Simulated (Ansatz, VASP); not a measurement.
One calculation of Mg2CdSe3, two programs

```
Mg Cd Se
1.0
     4.29098    0.00000    0.00000
    -2.14549    3.71610    0.00000
     0.00000    0.00000   10.48168
Mg Cd Se
2 1 3
Cartesian
  2.1455 1.2387 3.5135
  0.0000 2.4774 6.9392
  0.0000 0.0000 0.0237
  0.0000 0.0000 2.7005
  2.1455 1.2387 6.1132
  0.0000 2.4774 9.5345
```

Alike in both runs: functional PBE; k mesh 6 × 6 × 4; occupations gaussian, width 0.02 eV; no spin polarisation.

Ansatz relaxed the structure, and its values are those at the end. VASP's run is a single point on that final structure, the one shown.

|  | VASP | Ansatz |
| --- | --- | --- |
| version | VASP 6.6.1 | Ansatz 0.2.0 |
| potentials or method | VASP PAW PBE potentials, release 64 (Mg, Cd, Se), cutoff 520 eV | scalar-relativistic, plane waves, PAW |
| valence electrons in the cell | 34 | 88 |

|  | VASP | Ansatz | Ansatz less VASP |
| --- | --- | --- | --- |
| gap on the k mesh at the Fermi level (eV) | 1.48 | 1.49 | +0.004 |
| least direct gap on the mesh (eV) | 1.48 | 1.49 | +0.004 |
| pressure (GPa) | 0.1 | 0.0 | -0.06 |
| rms of the force components (eV/Å) | 0.011 | 0.000 | -0.0105 |

VASP's potentials hold 34 valence electrons a cell and Ansatz's 88, so a difference there can come from the potentials and not from the codes.
